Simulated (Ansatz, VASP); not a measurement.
One calculation of SiC, two programs

Contents of INCAR:

```
PREC     = Accurate       # precision mode
ENCUT    = 520            # plane-wave cutoff, eV
EDIFF    = 1E-7           # SCF threshold, eV
ISMEAR   = 0              # smearing method
SIGMA    = 0.01           # smearing width, eV
LREAL    = F              # projectors in reciprocal space
LASPH    = T              # aspherical terms in the spheres
NELM     = 100            # most SCF steps
ALGO     = Normal         # electronic algorithm
ISIF     = 2              # what is computed and relaxed
LWAVE    = F              # write WAVECAR
LCHARG   = F              # write CHGCAR
GGA      = PS             # functional
NBANDS   = 16             # bands
```

KPOINTS

```
Automatic mesh
0
Gamma
  12 12 4
```

The input POSCAR:

```
SiC
1.0
    3.0760000000      0.0000000000      0.0000000000
   -1.5380000000      2.6638941420      0.0000000000
    0.0000000000      0.0000000000      5.0480000000
Si C
2 2
Direct
    0.3333330000      0.6666670000      0.0000000000
    0.6666670000      0.3333330000      0.5000000000
    0.3333330000      0.6666670000      0.3850000000
    0.6666670000      0.3333330000      0.8850000000
```

Input for Ansatz:

```yaml
crystal:
  lattice:
    - [3.076, 0.0, 0.0]
    - [-1.5379999999999994, 2.6638941420409337, 0.0]
    - [0.0, 0.0, 5.048]
  atoms:
    - { symbol: Si, position: [0.33333300000000005, 0.666667, 0.0] }
    - { symbol: Si, position: [0.6666670000000001, 0.333333, 0.5] }
    - { symbol: C, position: [0.33333300000000005, 0.666667, 0.385] }
    - { symbol: C, position: [0.6666670000000001, 0.333333, 0.885] }
kpoints:
  mp_grid:
    grid: [12, 12, 4]
hamiltonian:
  xc: pbesol
scf:
  occupations:
    method: fixed
output:
  stress: true
```

Alike in both runs: task single point; functional PBEsol; k mesh 12 × 12 × 4; no spin polarisation.

|  | VASP | Ansatz |
| --- | --- | --- |
| version | VASP 6.6.1 | Ansatz 0.2.0 |
| potentials or method | VASP PAW PBE potentials, release 64 (Si, C) | plane waves, PAW |
| plane-wave cutoff (eV) | 520 | 420 |
| occupations | gaussian, width 0.01 eV | fixed |
| valence electrons in the cell | 16 | 16 |

Ansatz gave:

```
pressure (GPa)                                                : 0.3
traceless stress, the component that is largest in VASP (GPa) : -3.27
```

Question: Estimate VASP's values.

Answer: Pressure (GPa): 0.6; traceless stress, the component that is largest in VASP (GPa): -3.32.

VASP's potentials were made for PBE, not for PBEsol. Ansatz's warnings: structure snapped to symmetry.
